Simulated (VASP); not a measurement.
# MgI2 (P-3m1) in VASP: further runs

MgI2 is run at these levels: PBE; tasks: single point.

All numbers are computed with VASP 6.6.1; they aren't measurements. Logs are shortened: lines on timing, memory, paths and dates and some standing lists are left out, and cuts for length are marked.

## Step 1: The cell of the first run

It takes space group P-3m1 (No. 164, trigonal). Conventional cell: a = 4.317 Å, b = 4.317 Å, c = 8.015 Å, α = 90.00°, β = 90.00°, γ = 120.00°. Mg (site symmetry -3m) has 6 I at 3.06 Å within 4.0 Å. I (site symmetry 3m) has 3 Mg at 3.06 Å within 4.0 Å.

## Step 2: Single point, PBE

Input file INCAR:

```
PREC = Accurate ; ENCUT = 520
EDIFF = 1E-6 ; ISMEAR = 0
SIGMA = 0.05 ; LREAL = False
LASPH = True ; NELM = 100
ALGO = Normal ; ISIF = 2
LWAVE = False ; LCHARG = True
GGA = PE ; LELF = True
LVHAR = True ; NBANDS = 15
```

Input file KPOINTS:

```
Automatic mesh
0
Gamma
  6 6 4
```

Input file POSCAR:

```
MgI2
1.0
    4.3165329393      0.0000000000      0.0000000000
   -2.1582664697      3.7382271817      0.0000000000
    0.0000000000      0.0000000000      8.0147218160
Mg I
1 2
Direct
    0.0000000000      0.0000000000      0.0000000000
    0.3333333333      0.6666666667      0.7781860196
    0.6666666667      0.3333333333      0.2218139804
```

Potentials or basis: VASP PAW PBE potentials, release 64 (Mg, I).

Run with:

```
$ cat potpaw_PBE.64/Mg/POTCAR potpaw_PBE.64/I/POTCAR > POTCAR
$ mpirun -np 1 vasp_std > vasp.out
```

OUTCAR:

```text
PREC = Accurate
   ENCUT = 520
   EDIFF = 1E-6
   ISMEAR = 0
   LREAL = False
   LASPH = True
   NELM = 100
   ISIF = 2
   GGA = PE

 ion  position               nearest neighbor table
   1  0.000  0.000  0.000-   2 3.06   3 3.06   3 3.06   2 3.06   3 3.06   2 3.06
   2  0.333  0.667  0.778-   1 3.06   1 3.06   1 3.06
   3  0.667  0.333  0.222-   1 3.06   1 3.06   1 3.06

  LATTYP: Found a hexagonal cell.
 ALAT       =     4.3165329393
 C/A-ratio  =     1.8567498334

  Lattice vectors:

 A1 = (   4.3165329393,   0.0000000000,   0.0000000000)
 A2 = (  -2.1582664697,   3.7382271817,   0.0000000000)
 A3 = (   0.0000000000,   0.0000000000,   8.0147218160)

Analysis of symmetry for initial positions (statically):
[... 33 lines left out ...]
                                     Primitive cell

  volume of cell :     129.3270

  direct lattice vectors                    reciprocal lattice vectors
     4.316532939  0.000000000  0.000000000     0.231667409  0.133753241  0.000000000
    -2.158266470  3.738227182  0.000000000     0.000000000  0.267506481  0.000000000
     0.000000000  0.000000000  8.014721816     0.000000000  0.000000000  0.124770394

  length of vectors
     4.316532939  4.316532939  8.014721816     0.267506481  0.267506481  0.124770394

  position of ions in fractional coordinates (direct lattice)
     0.000000000  0.000000000  0.000000000
     0.333333333  0.666666667  0.778186020
     0.666666667  0.333333333  0.221813980

  ion indices of the primitive-cell ions
   primitive index   ion index
                 1           1
                 2           2
                 3           3

----------------------------------------------------------------------------------------

 KPOINTS: Automatic mesh

Automatic generation of k-mesh.
 Grid dimensions read from file:
 generate k-points for:    6    6    4

 Generating k-lattice:

  Cartesian coordinates                     Fractional coordinates (reciprocal lattice)
     0.038611235  0.022292207  0.000000000     0.166666667  0.000000000  0.000000000
     0.000000000  0.044584414  0.000000000     0.000000000  0.166666667  0.000000000
     0.000000000  0.000000000  0.031192599     0.000000000  0.000000000  0.250000000

  Length of vectors
     0.044584414  0.044584414  0.031192599

  Shift w.r.t. Gamma in fractional coordinates (k-lattice)
[... 9 lines left out ...]
  0.000000  0.000000  0.000000      1.000000
  0.166667  0.000000  0.000000      6.000000
  0.333333 -0.000000  0.000000      6.000000
  0.500000  0.000000  0.000000      3.000000
  0.166667  0.166667  0.000000      6.000000
  0.333333  0.166667  0.000000     12.000000
[... 22 lines left out ...]
   dimension x,y,z NGXF=    64 NGYF=   64 NGZF=  120
   ions per type =               1   2
   NGX,Y,Z   is equivalent  to a cutoff of  12.32, 12.32, 12.45 a.u.
   NGXF,Y,Z  is equivalent  to a cutoff of  24.65, 24.65, 24.89 a.u.
 SYSTEM =  unknown system
   PREC   = accura    normal or accurate (medium, high low for compatibility)
   ISTART =      0    job   : 0-new  1-cont  2-samecut
   ICHARG =      2    charge: 1-file 2-atom 10-const
   ISPIN  =      1    spin polarized calculation?
   LNONCOLLINEAR =      F non collinear calculations
   LSORBIT =      F    spin-orbit coupling
   LASPH  =      T    aspherical Exc in radial PAW
   ENCUT  =  520.0 eV  38.22 Ry    6.18 a.u.   8.03  8.03 14.90*2*pi/ulx,y,z
   NELM   =    100;   NELMIN=  2; NELMDL= -5     # of ELM steps
   EDIFF  = 0.1E-05   stopping-criterion for ELM
   LREAL  =      F    real-space projection
   EDIFFG = 0.1E-04   stopping-criterion for IOM
   NSW    =      0    number of steps for IOM
   IBRION =     -1    ionic relax: 0-MD 1-quasi-New 2-CG
[... 14 lines left out ...]
     AMIX     =   0.40;   BMIX     =  1.00
     AMIX_MAG =   1.60;   BMIX_MAG =  1.00
  volume/ion in A,a.u.               =      43.11       290.91
  Fermi-wavevector in a.u.,A,eV,Ry     =   0.815740  1.541525  9.053749  0.665432
  Thomas-Fermi vector in A             =   1.925882
   LORBIT       =      0    0 simple, 1 ext, 2 COOP (PROOUT), +10 PAW based schemes
   GGA     = PE    functional components
[... 6 lines left out ...]
 Gauss-broadening in eV      SIGMA  =   0.05
  energy-cutoff  :      520.00
  volume of cell :      129.33
 maximum number of plane-waves:      3534
   NGX = 17   NGY = 17   NGZ = 29

 number of electron      16.0000000 magnetization

 Free energy of the ion-electron system (eV)
  ---------------------------------------------------
  ext. energy  EPLUGINS =         0.00000000
  ---------------------------------------------------
  free energy    TOTEN  =        -7.62893062 eV

  energy without entropy =       -7.62893062  energy(sigma->0) =       -7.62893062

 E-fermi :   0.6023     XC(G=0):  -7.1885

 val. band max:        0.3894648764   @ k =   0.0000   0.0000   0.0000
 cond. band min:       3.6711057266   @ k =   0.0000   0.0000   0.0000
 fundamental gap:      3.2816408501
 Fermi energy:         0.6022614746

 k-point     1 :       0.0000    0.0000    0.0000
  band No.  band energies     occupation
      1     -11.0546      2.00000
      2     -10.6808      2.00000
      3      -2.3800      2.00000
      4       0.0586      2.00000
      5       0.1832      2.00000
      6       0.1832      2.00000
      7       0.3895      2.00000
      8       0.3895      2.00000
      9       3.6711      0.00000
     10       5.2339      0.00000
     11       7.0017      0.00000
     12       7.0017      0.00000
     13       7.3945      0.00000
     14       8.5663      0.00000
     15       8.5663      0.00000

 k-point     2 :       0.1667    0.0000    0.0000
  band No.  band energies     occupation
      1     -10.9549      2.00000
      2     -10.6217      2.00000
      3      -2.2598      2.00000
      4      -0.6358      2.00000
      5      -0.2746      2.00000
      6      -0.0559      2.00000
      7       0.0679      2.00000
      8       0.3273      2.00000
      9       4.3475      0.00000
     10       5.7764      0.00000
     11       6.4043      0.00000
     12       7.2933      0.00000
     13       7.5744      0.00000
     14       8.3975      0.00000
     15       8.5990      0.00000

 k-point     3 :       0.3333   -0.0000    0.0000
  band No.  band energies     occupation
      1     -10.7271      2.00000
      2     -10.5102      2.00000
      3      -2.2654      2.00000
      4      -1.6338      2.00000
      5      -0.9740      2.00000
      6      -0.4067      2.00000
      7      -0.0444      2.00000
      8       0.1370      2.00000
      9       4.2121      0.00000
     10       5.6770      0.00000
     11       6.4900      0.00000
     12       7.3644      0.00000
     13       7.4206      0.00000
     14       8.2477      0.00000
     15       9.1607      0.00000

 k-point     4 :       0.5000    0.0000    0.0000
  band No.  band energies     occupation
      1     -10.5801      2.00000
      2     -10.4751      2.00000
      3      -2.5635      2.00000
      4      -1.9480      2.00000
      5      -0.8862      2.00000
      6      -0.5537      2.00000
      7      -0.2265      2.00000
      8       0.0383      2.00000
      9       3.8392      0.00000
     10       5.6713      0.00000
     11       6.1536      0.00000
     12       7.3469      0.00000
     13       7.3859      0.00000
     14       8.8358      0.00000
     15       9.1502      0.00000
[... 307 lines left out ...]
 k-point    22 :       0.1667    0.1667    0.5000
  band No.  band energies     occupation
      1     -10.7705      2.00000
      2     -10.5573      2.00000
      3      -2.1329      2.00000
      4      -1.3147      2.00000
      5      -0.8603      2.00000
      6      -0.3081      2.00000
      7      -0.2107      2.00000
      8      -0.0250      2.00000
      9       4.5977      0.00000
     10       6.1984      0.00000
     11       6.7905      0.00000
     12       6.9589      0.00000
     13       7.6108      0.00000
     14       7.9870      0.00000
     15       8.6519      0.00000

 k-point    23 :       0.3333    0.1667    0.5000
  band No.  band energies     occupation
      1     -10.5784      2.00000
      2     -10.4786      2.00000
      3      -2.3920      2.00000
      4      -1.8356      2.00000
      5      -1.0634      2.00000
      6      -0.7641      2.00000
      7      -0.2722      2.00000
      8      -0.0934      2.00000
      9       4.2659      0.00000
     10       6.0139      0.00000
     11       6.5586      0.00000
     12       7.2056      0.00000
     13       7.3024      0.00000
     14       8.7414      0.00000
     15       9.3420      0.00000

 k-point    24 :       0.3333    0.3333    0.5000
  band No.  band energies     occupation
      1     -10.4819      2.00000
      2     -10.4819      2.00000
      3      -2.2337      2.00000
      4      -1.6418      2.00000
      5      -1.6418      2.00000
      6      -1.2510      2.00000
      7      -0.1840      2.00000
      8      -0.1840      2.00000
      9       4.4926      0.00000
     10       6.2191      0.00000
     11       6.2191      0.00000
     12       7.7704      0.00000
     13       8.4696      0.00000
     14       8.7715      0.00000
     15       9.0113      0.00000

------------------------ aborting loop because EDIFF is reached ----------------------------------------

  FORCE on cell =-STRESS in cart. coord.  units (eV):
  Direction    XX          YY          ZZ          XY          YZ          ZX
  --------------------------------------------------------------------------------------
  -------------------------------------------------------------------------------------
  Total       -1.6338020     -1.6338020     -2.0507539      0.0000000      0.0000000      0.0000000
  in kB      -20.2404804    -20.2404804    -25.4059196      0.0000000      0.0000000      0.0000000
  external PRESSURE =     -21.9622934 kB  Pullay stress =       0.0000000 kB

 VOLUME and BASIS-vectors are now :
 -----------------------------------------------------------------------------
  energy-cutoff  :      520.00
  volume of cell :      129.33
      direct lattice vectors                 reciprocal lattice vectors
     4.316532939  0.000000000  0.000000000     0.231667409  0.133753241  0.000000000
    -2.158266470  3.738227182  0.000000000     0.000000000  0.267506481  0.000000000
     0.000000000  0.000000000  8.014721816     0.000000000  0.000000000  0.124770394

 POSITION                                       TOTAL-FORCE (eV/Angst)
 -----------------------------------------------------------------------------------
      0.00000      0.00000      0.00000        -0.000000      0.000000     -0.000000
     -0.00000      2.49215      6.23694         0.000000      0.000000      0.575093
      2.15827      1.24608      1.77778        -0.000000     -0.000000     -0.575093
 -----------------------------------------------------------------------------------
    total drift:                               -0.000000      0.000000     -0.000000

  FREE ENERGIE OF THE ION-ELECTRON SYSTEM (eV)
  ---------------------------------------------------
  free  energy   TOTEN  =        -7.6289306216 eV

  energy  without entropy=       -7.6289306216  energy(sigma->0) =       -7.62893062
```

It took 30 s on 1 thread of Intel Xeon Platinum 8375C at 2.90GHz (Ice Lake), shared host; peak memory 0.25 GiB.

What came out:

```
Free energy            : -7.6289 eV
Pressure               : -2.2 GPa
Largest force          : 0.575 eV/Å
Band gap on the k mesh : 3.28 eV, direct
```

Forces on the atoms (eV/Å):
```
Mg   0.000  0.000  0.000
I    0.000  0.000  0.575
I    0.000  0.000 -0.575
```

Stress tensor (GPa, compression positive):
```
-2.02  0.00  0.00
 0.00 -2.02  0.00
 0.00  0.00 -2.54
```

Levels at points of the mesh, in eV from the valence-band top:
```
           k point  band 4  band 5  band 6  band 7  band 8  band 9  band 10  band 11  band 12  band 13
(0.00, 0.00, 0.00)   -0.33   -0.21   -0.21    0.00    0.00    3.28     4.84     6.61     6.61     7.00
(0.50, 0.00, 0.00)   -2.34   -1.28   -0.94   -0.62   -0.35    3.45     5.28     5.76     6.96     7.00
(0.00, 0.00, 0.50)   -0.85   -0.19   -0.19   -0.02   -0.02    3.90     4.78     6.57     6.57     7.22
(0.50, 0.00, 0.50)   -2.43   -1.07   -0.91   -0.61   -0.40    3.36     5.26     5.81     6.18     7.18
```

Caveat: spin-orbit coupling is left out, which moves the levels of the heavy elements; this functional lacks dispersion, which binds the layers, so the pressure and a relaxed spacing across them are unreliable.

## Step 3: Single point, PBE

Input file INCAR:

```
PREC = Accurate
ENCUT = 520
EDIFF = 1E-6
ISMEAR = 0
SIGMA = 0.05
LREAL = F
LASPH = T
NELM = 60
ALGO = Normal
ISIF = 2
LWAVE = F
LCHARG = F
GGA = PE
NBANDS = 15
```

KPOINTS is that of step 2.

Input file POSCAR:

```
MgI2
1.0
    4.3165329393      0.0000000000      0.0000000000
   -2.1582664697      3.7382271817      0.0000000000
    0.0000000000      0.0000000000      8.0147218160
Mg I
1 2
Direct
    0.0000000000      0.0000000000      0.0000000000
    0.3333333333      0.6666666667      0.7705052557
    0.6666666667      0.3333333333      0.2294947443
```

Potentials or basis: VASP PAW PBE potentials, release 64 (Mg, I).

Run with:

```
$ cat potpaw_PBE.64/Mg/POTCAR potpaw_PBE.64/I/POTCAR > POTCAR
$ mpirun -np 1 vasp_std > vasp.out
```

Run time: 30 s. Hardware: 1 thread of Intel Xeon Platinum 8375C at 2.90GHz (Ice Lake), shared host; peak memory 0.25 GiB.

The run converged. Its results:

| Item | Value |
| --- | --- |
| Free energy | -7.5452 eV |
| Pressure | -2.7 GPa |
| Largest force | 0.782 eV/Å |
| Band gap on the k mesh | 3.10 eV, direct |

Forces on the atoms (eV/Å):
```
Mg   0.000  0.000  0.000
I    0.000  0.000  0.782
I    0.000  0.000 -0.782
```

Stress tensor (GPa, compression positive):
```
-2.29  0.00  0.00
 0.00 -2.29  0.00
 0.00  0.00 -3.55
```

Levels at points of the mesh, in eV from the valence-band top:
| k point | band 5 | band 6 | band 7 | band 8 | band 9 | band 10 | band 11 | band 12 |
| --- | --- | --- | --- | --- | --- | --- | --- | --- |
| (0.00, 0.00, 0.00) | -0.18 | -0.18 | 0.00 | 0.00 | 3.10 | 4.84 | 6.62 | 6.62 |
| (0.50, 0.00, 0.00) | -1.35 | -0.90 | -0.70 | -0.37 | 3.32 | 5.15 | 5.65 | 6.72 |
| (0.00, 0.00, 0.50) | -0.16 | -0.16 | -0.02 | -0.02 | 3.78 | 4.75 | 6.57 | 6.57 |
| (0.50, 0.00, 0.50) | -1.11 | -0.85 | -0.69 | -0.43 | 3.20 | 5.09 | 5.74 | 6.03 |

Caveat: spin-orbit coupling is left out, which moves the levels of the heavy elements; this functional lacks dispersion, which binds the layers, so the pressure and a relaxed spacing across them are unreliable. A hybrid or GW would open this gap; PBE tends to underestimate it.

## Step 4: Single point, PBE

Input file INCAR:

```
SYSTEM = MgI2
  ALGO = Normal
  EDIFF = 1E-6
  ENCUT = 520
  GGA = PE
  ISIF = 2
  ISMEAR = 0
  LASPH = .TRUE.
  LCHARG = .TRUE.
  LELF = .TRUE.
  LREAL = .FALSE.
  LVHAR = .TRUE.
  LWAVE = .FALSE.
  NBANDS = 15
  NELM = 100
  PREC = Accurate
  SIGMA = 0.05
```

Input file KPOINTS:

```
k-points
0
G
  6 6 4
  0 0 0
```

Input file POSCAR:

```
MgI2
1.0
    4.3165329393      0.0000000000      0.0000000000
   -2.1582664697      3.7382271817      0.0000000000
    0.0000000000      0.0000000000      8.0147218160
Mg I
1 2
Direct
    0.0000000000      0.0000000000      0.0000000000
    0.3333333333      0.6666666667      0.7858667836
    0.6666666667      0.3333333333      0.2141332164
```

Run with:

```
$ cat potpaw_PBE.64/Mg/POTCAR potpaw_PBE.64/I/POTCAR > POTCAR
$ mpirun -np 1 vasp_std > vasp.out
```

Run time: 29 s. Hardware: 1 thread of Intel Xeon Platinum 8375C at 2.90GHz (Ice Lake), shared host; peak memory 0.25 GiB.

The run converged. Its results:

```yaml
Free_energy: -7.6859 eV
Pressure: -1.6 GPa
Largest_force: 0.346 eV/Å
Band_gap_on_the_k_mesh: 3.45 eV, direct
```

Forces in eV/Å, atoms in the order of the input:
```
Mg   0.000  0.000  0.000
I    0.000  0.000  0.346
I    0.000  0.000 -0.346
```

Stress tensor (GPa, compression positive):
```
-1.68  0.00  0.00
 0.00 -1.68  0.00
 0.00  0.00 -1.50
```

Levels at points of the mesh, in eV from the valence-band top:
| k point | band 4 | band 5 | band 6 | band 7 | band 8 | band 9 | band 10 | band 11 | band 12 | band 13 |
| --- | --- | --- | --- | --- | --- | --- | --- | --- | --- | --- |
| (0.00, 0.00, 0.00) | -0.24 | -0.24 | -0.23 | 0.00 | 0.00 | 3.45 | 4.85 | 6.60 | 6.60 | 6.98 |
| (0.50, 0.00, 0.00) | -2.37 | -1.20 | -1.00 | -0.53 | -0.33 | 3.57 | 5.40 | 5.89 | 7.12 | 7.28 |
| (0.00, 0.00, 0.50) | -0.70 | -0.23 | -0.23 | -0.01 | -0.01 | 4.01 | 4.81 | 6.56 | 6.56 | 7.11 |
| (0.50, 0.00, 0.50) | -2.44 | -1.02 | -0.97 | -0.52 | -0.37 | 3.50 | 5.41 | 5.90 | 6.36 | 7.34 |

Caveat: spin-orbit coupling is left out, which moves the levels of the heavy elements; this functional lacks dispersion, which binds the layers, so the pressure and a relaxed spacing across them are unreliable. A k mesh can miss the band edges.
